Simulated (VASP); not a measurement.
# CdF2 (Fm-3m) in VASP: vibrations by perturbation theory with PBEsol

Aim: the vibrations by perturbation theory of CdF2 with PBEsol.

All numbers are computed with VASP 6.6.1; they aren't measurements. Logs are shortened: lines on timing, memory, paths and dates and some standing lists are left out, and cuts for length are marked.

## Step 1: The cell of the first run

It takes space group Fm-3m (No. 225, cubic). The conventional cell has a = 5.384 Å, b = 5.384 Å, c = 5.384 Å, α = 90.00°, β = 90.00°, γ = 90.00°. Within 3.1 Å of Cd (site symmetry m-3m) lie 8 F at 2.33 Å. Within 3.1 Å of F (site symmetry -43m) lie 4 Cd at 2.33 Å and 6 F at 2.69 Å.

## Step 2: Vibrations by perturbation theory, PBEsol

Contents of INCAR:

```
PREC = Accurate
ENCUT = 520
EDIFF = 1E-8
ISMEAR = 0
SIGMA = 0.01
LREAL = False
LASPH = True
NELM = 100
ALGO = Normal
ISIF = 2
LWAVE = False
LCHARG = False
GGA = PS
IBRION = 8
NSW = 1
LEPSILON = True
```

Contents of KPOINTS:

```
Automatic mesh
0
Gamma
  8 8 8
```

Contents of POSCAR:

```
CdF2
1.0
    0.0000000000      2.6919668635      2.6919668635
    2.6919668635      0.0000000000      2.6919668635
    2.6919668635      2.6919668635      0.0000000000
Cd F
1 2
Direct
    0.0000000000      0.0000000000      0.0000000000
    0.2500000000      0.2500000000      0.2500000000
    0.7500000000      0.7500000000      0.7500000000
```

Potentials or basis: VASP PAW PBE potentials, release 64 (Cd, F).

The run is started by

```console
$ cat potpaw_PBE.64/Cd/POTCAR potpaw_PBE.64/F/POTCAR > POTCAR
$ mpirun -np 1 vasp_std > vasp.out
```

OUTCAR:

```text
PREC = Accurate
   ENCUT = 520
   EDIFF = 1E-8
   ISMEAR = 0
   LREAL = False
   LASPH = True
   NELM = 100
   ISIF = 2
   GGA = PS
   IBRION = 8
   NSW = 1
   LEPSILON = True

 ion  position               nearest neighbor table
   1  0.000  0.000  0.000-   3 2.33   3 2.33   3 2.33   2 2.33   3 2.33   2 2.33   2 2.33   2 2.33

   2  0.250  0.250  0.250-   1 2.33   1 2.33   1 2.33   1 2.33
   3  0.750  0.750  0.750-   1 2.33   1 2.33   1 2.33   1 2.33

  LATTYP: Found a face centered cubic cell.
 ALAT       =     5.3839337270

  Lattice vectors:

 A1 = (   0.0000000000,   2.6919668635,   2.6919668635)
 A2 = (   2.6919668635,   0.0000000000,   2.6919668635)
 A3 = (   2.6919668635,   2.6919668635,   0.0000000000)

Analysis of symmetry for initial positions (statically):
=====================================================================
 Subroutine PRICEL returns:
 Original cell was already a primitive cell.

 Routine SETGRP: Setting up the symmetry group for a
 face centered cubic supercell.

 Subroutine GETGRP returns: Found 48 space group operations
 (whereof 48 operations were pure point group operations)
 out of a pool of 48 trial point group operations.

The static configuration has the point symmetry O_h .

Analysis of symmetry for dynamics (positions and initial velocities):
=====================================================================
 Subroutine PRICEL returns:
 Original cell was already a primitive cell.

 Routine SETGRP: Setting up the symmetry group for a
 face centered cubic supercell.

 Subroutine GETGRP returns: Found 48 space group operations
 (whereof 48 operations were pure point group operations)
 out of a pool of 48 trial point group operations.

The dynamic configuration has the point symmetry O_h .

 Subroutine INISYM returns: Found 48 space group operations
 (whereof 48 operations are pure point group operations),
 and found     1 'primitive' translations

----------------------------------------------------------------------------------------

                                     Primitive cell

  volume of cell :      39.0157

  direct lattice vectors                    reciprocal lattice vectors
     0.000000000  2.691966863  2.691966863    -0.185737799  0.185737799  0.185737799
     2.691966863  0.000000000  2.691966863     0.185737799 -0.185737799  0.185737799
     2.691966863  2.691966863  0.000000000     0.185737799  0.185737799 -0.185737799

  length of vectors
     3.807016048  3.807016048  3.807016048     0.321707305  0.321707305  0.321707305

  position of ions in fractional coordinates (direct lattice)
     0.000000000  0.000000000  0.000000000
     0.250000000  0.250000000  0.250000000
     0.750000000  0.750000000  0.750000000

  ion indices of the primitive-cell ions
   primitive index   ion index
                 1           1
                 2           2
                 3           3

----------------------------------------------------------------------------------------

 KPOINTS: Automatic mesh

Automatic generation of k-mesh.
 Grid dimensions read from file:
 generate k-points for:    8    8    8
[... 645 lines left out ...]

--------------------------------------- Ionic step        3  -------------------------------------------

------------------------ aborting loop because EDIFF is reached ----------------------------------------

 PIEZOELECTRIC TENSOR FIELD DIRECTION 3  (e Angst)
 -----------------------------------------------------------------------------
    -0.00007  0.00000  0.00000           ( -0.00001  0.00000  0.00000)
     0.00000 -0.00007 -0.00000           (  0.00000 -0.00001  0.00000)
     0.00000  0.00000 -0.00042           (  0.00000  0.00000 -0.00002)

 PIEZOELECTRIC TENSOR FIELD DIRECTION 3  (C/m^2)
 -----------------------------------------------------------------------------
    -0.00003  0.00000  0.00000
     0.00000 -0.00003 -0.00000
     0.00000  0.00000 -0.00017

--------------------------------------- Ionic step        4  -------------------------------------------

------------------------ aborting loop because EDIFF is reached ----------------------------------------

[... ionic steps 5 to 6 ...]

--------------------------------------- Ionic step        7  -------------------------------------------

 Free energy of the ion-electron system (eV)
  ---------------------------------------------------
  ---------------------------------------------------
  free energy    TOTEN  =        -0.53232490 eV

  energy without entropy =       -0.53232490

------------------------ aborting loop because EDIFF is reached ----------------------------------------

 INTERNAL STRAIN TENSOR  FOR ION    2  DIRECTION 1   (eV/Angst):
 -----------------------------------------------------------------------------
    -0.00276  0.00000  0.00000
     0.00000  0.00199 -2.19297
     0.00000 -2.19297  0.00199

 MACROSCOPIC STATIC DIELECTRIC TENSOR (including local field effects in DFT)
 ------------------------------------------------------
           2.865118     0.000000    -0.000000
           0.000000     2.865118    -0.000000
           0.000000     0.000000     2.865118
 ------------------------------------------------------

 PIEZOELECTRIC TENSOR (including local field effects)  for field in x, y, z        (e  Angst)
          XX          YY          ZZ          XY          YZ          ZX
  --------------------------------------------------------------------------------
  x     0.00000     0.00000     0.00000     0.00000     0.00000     0.00000
  y     0.00000     0.00000     0.00000     0.00000     0.00000     0.00000
  z     0.00000     0.00000     0.00000     0.00000     0.00000     0.00000

 PIEZOELECTRIC TENSOR (including local field effects)  for field in x, y, z        (C/m^2)
          XX          YY          ZZ          XY          YZ          ZX
  --------------------------------------------------------------------------------
  x     0.00000     0.00000     0.00000     0.00000     0.00000     0.00000
  y     0.00000     0.00000     0.00000     0.00000     0.00000     0.00000
  z     0.00000     0.00000     0.00000     0.00000     0.00000     0.00000

 BORN EFFECTIVE CHARGES (including local field effects) (in |e|, cummulative output)
 ---------------------------------------------------------------------------------
 ion    1
    1     2.43857     0.00000     0.00000
    2     0.00000     2.43857     0.00000
    3     0.00000     0.00000     2.43857
 ion    2
    1    -1.21928     0.00000     0.00000
    2     0.00000    -1.21928     0.00000
    3     0.00000     0.00000    -1.21928
 ion    3
    1    -1.21928     0.00000     0.00000
    2     0.00000    -1.21928     0.00000
    3     0.00000     0.00000    -1.21928

 INTERNAL STRAIN TENSOR FOR ION    3 for displacements in x,y,z  (eV/Angst):
          X           Y           Z          XY          YZ          ZX
  --------------------------------------------------------------------------------
  x    -0.00000    -0.00000    -0.00000     0.00000     2.19297     0.00000
  y    -0.00000    -0.00000    -0.00000     0.00000     0.00000     2.19297
  z    -0.00000    -0.00000    -0.00000     2.19297     0.00000     0.00000

 SECOND DERIVATIVES (NOT SYMMETRIZED)
 ------------------------------------
               1X          1Y          1Z          2X          2Y          2Z          3X          3Y          3Z
  1X    -5.438034    0.000000    0.000000    2.719017    0.000000    0.000000    2.719017    0.000000    0.000000
  1Y     0.000000   -5.438034    0.000000    0.000000    2.719017    0.000000    0.000000    2.719017    0.000000
  1Z     0.000000    0.000000   -5.438034    0.000000    0.000000    2.719017    0.000000    0.000000    2.719017
  2X     2.676951    0.000000    0.000000   -4.591935    0.000000    0.000000    1.914984    0.000000    0.000000
  2Y     0.000000    2.676951    0.000000    0.000000   -4.591935    0.000000    0.000000    1.914984    0.000000
  2Z     0.000000    0.000000    2.676951    0.000000    0.000000   -4.591935    0.000000    0.000000    1.914984
  3X     2.676951    0.000000    0.000000    1.914984    0.000000    0.000000   -4.591935    0.000000    0.000000
  3Y     0.000000    2.676951    0.000000    0.000000    1.914984    0.000000    0.000000   -4.591935    0.000000
  3Z     0.000000    0.000000    2.676951    0.000000    0.000000    1.914984    0.000000    0.000000   -4.591935

 Eigenvectors and eigenvalues of the dynamical matrix
 ----------------------------------------------------

   1 f  =    9.149229 THz    57.486301 2PiTHz  305.185429 cm-1    37.838154 meV
             X         Y         Z           dx          dy          dz
      0.000000  0.000000  0.000000     0.000000    0.000000   -0.000000
      1.345983  1.345983  1.345983     0.685412   -0.173810    0.000000
      4.037950  4.037950  4.037950    -0.685412    0.173810   -0.000000
[... 43 lines left out ...]
   9 f/i=    0.023129 THz     0.145322 2PiTHz    0.771491 cm-1     0.095653 meV
             X         Y         Z           dx          dy          dz
      0.000000  0.000000  0.000000     0.035947   -0.094564   -0.856845
      1.345983  1.345983  1.345983     0.014894   -0.039180   -0.355013
      4.037950  4.037950  4.037950     0.014894   -0.039180   -0.355013

--------------------------------------------------------------------------------------------------------

 MACROSCOPIC STATIC DIELECTRIC TENSOR IONIC CONTRIBUTION
 ------------------------------------------------------
           5.097863    -0.000000    -0.000000
          -0.000000     5.097863     0.000000
          -0.000000     0.000000     5.097863
 ------------------------------------------------------

 ELASTIC MODULI CONTR FROM IONIC RELAXATION (kBar)
 Direction    XX          YY          ZZ          XY          YZ          ZX
 --------------------------------------------------------------------------------
 XX          -0.0000     -0.0000     -0.0000      0.0000      0.0000      0.0000
 YY          -0.0000     -0.0000     -0.0000      0.0000      0.0000      0.0000
 ZZ          -0.0000     -0.0000     -0.0000      0.0000      0.0000      0.0000
 XY           0.0000      0.0000      0.0000    -60.7003     -0.0000     -0.0000
 YZ           0.0000      0.0000      0.0000     -0.0000    -60.7003      0.0000
 ZX           0.0000      0.0000      0.0000     -0.0000      0.0000    -60.7003
 --------------------------------------------------------------------------------

 PIEZOELECTRIC TENSOR IONIC CONTR  for field in x, y, z        (C/m^2)
          XX          YY          ZZ          XY          YZ          ZX
  --------------------------------------------------------------------------------
  x    -0.00000    -0.00000    -0.00000    -0.00000     0.00000     0.00000
  y     0.00000     0.00000     0.00000    -0.00000    -0.00000    -0.00000
  z     0.00000    -0.00000     0.00000     0.00000     0.00000    -0.00000
```

Wall time 2.5 min (1 thread of Intel Xeon 6975P-C (Granite Rapids), shared host); peak memory 0.34 GiB.

Results:

```
Electronic dielectric tensor (diagonal)                 : 2.87
Born charges (mean of the diagonal)                     : Cd +2.44; F -1.22 e
Highest phonon frequency at Γ, LO-TO splitting left out : 305 cm⁻¹
```

Phonon frequencies in cm⁻¹ (negative: imaginary):
```tsv
q point	frequencies
(0.000, 0.000, 0.000)	-1 -1 -1 227 227 227 305 305 305
```

Electronic dielectric tensor:
```
2.87 0.00 0.00
0.00 2.87 0.00
0.00 0.00 2.87
```

Born effective charge tensors (e):
atom 1, Cd
```
2.44 0.00 0.00
0.00 2.44 0.00
0.00 0.00 2.44
```
atom 2, F
```
-1.22  0.00  0.00
 0.00 -1.22  0.00
 0.00  0.00 -1.22
```
atom 3, F
```
-1.22  0.00  0.00
 0.00 -1.22  0.00
 0.00  0.00 -1.22
```
